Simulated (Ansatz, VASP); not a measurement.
## Mo in VASP and in Ansatz

```xyz
1
Lattice="-1.5539 1.5539 1.5539 1.5539 -1.5539 1.5539 1.5539 1.5539 -1.5539" Properties=species:S:1:pos:R:3 pbc="T T T"
Mo    0.0000    0.0000    0.0000
```

Change from the starting cell: volume scaled by 0.95, LAPW.

Alike in both runs: task single point; functional PBE; k mesh 17 × 17 × 17; occupations fermi-dirac, width 0.08 eV; no spin polarisation.

|  | VASP | Ansatz |
| --- | --- | --- |
| version | VASP 6.6.1 | Ansatz 0.2.0 |
| potentials or method | VASP PAW PBE potentials, release 64 (Mo_sv), cutoff 520 eV | all-electron LAPW, scalar-relativistic |

Ansatz gave:

* pressure (GPa): 14.8

Question: What did VASP give for the same quantities?

Answer: Pressure (GPa): 15.5.

Ansatz ran all-electron here, and VASP with PAW potentials.
